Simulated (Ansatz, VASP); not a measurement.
# AgCl: VASP beside Ansatz

INCAR

```
PREC = Accurate
ENCUT = 520
EDIFF = 1E-8
ISMEAR = -1
SIGMA = 0.03
LREAL = False
LASPH = True
NELM = 100
ALGO = Normal
ISIF = 2
LWAVE = False
LCHARG = False
GGA = PS
LEFG = True
NBANDS = 26
```

The input KPOINTS:

```
Automatic mesh
0
Gamma
  9 9 8
```

POSCAR

```
AgCl
1.0
    1.8955297593     -5.6297167164      0.0000000000
    1.8955297593      5.6297167164      0.0000000000
    0.0000000000      0.0000000000      3.9756753421
Ag Cl
2 2
Direct
    0.3965554000      0.6034446000      0.7500000000
    0.6034446000      0.3965554000      0.2500000000
    0.8654487300      0.1345512700      0.2500000000
    0.1345512700      0.8654487300      0.7500000000
```

Input for Ansatz:

```yaml
crystal:
  lattice:
    - [1.8955297593, -5.6297167164, 0.0]
    - [1.8955297593, 5.6297167164, 0.0]
    - [0.0, 0.0, 3.9756753421]
  atoms:
    - { symbol: Ag, position: [0.3965554, 0.6034446, 0.75] }
    - { symbol: Ag, position: [0.6034446, 0.3965554, 0.25] }
    - { symbol: Cl, position: [0.86544873, 0.13455127, 0.25] }
    - { symbol: Cl, position: [0.13455127, 0.86544873, 0.75] }
kpoints:
  mp_grid: { grid: [9, 9, 8] }
scf:
  occupations: { method: fermi_dirac, width: 0.03 }
hamiltonian:
  xc: pbesol
  pseudopotentials: { kind: paw }
output:
  forces: true
  stress: true
  eigenvalues: true
  efg: { contact_densities: true }
```

Change from the starting cell: volume scaled by 1.04, PAW files.

Alike in both runs: task electric field gradients; functional PBEsol; k mesh 9 × 9 × 8; occupations fermi-dirac, width 0.03 eV; no spin polarisation.

```csv
,VASP,Ansatz
version,VASP 6.6.1,Ansatz 0.2.0
potentials or method,"VASP PAW PBE potentials, release 64 (Ag, Cl)","PAW with Ansatz's default frozen-core files, scalar-relativistic"
plane-wave cutoff (eV),520,420
valence electrons in the cell,36,52
```

|  | VASP | Ansatz | Ansatz less VASP |
| --- | --- | --- | --- |
| pressure (GPa) | -4.6 | -4.5 | +0.10 |
| traceless stress, the component that is largest in VASP (GPa) | 1.02 | 0.99 | -0.024 |
| rms of the force components (eV/Å) | 0.023 | 0.022 | -0.0014 |
| size of Vzz on the site where it differs most (V/Å²) | 48.1 | 45.4 | -2.74 |

VASP's potentials were made for PBE, not for PBEsol. Atom by atom the forces differ by 0.001 eV/Å (rms over components). VASP's potentials hold 36 valence electrons a cell and Ansatz's 52, so a difference there can come from the potentials and not from the codes.
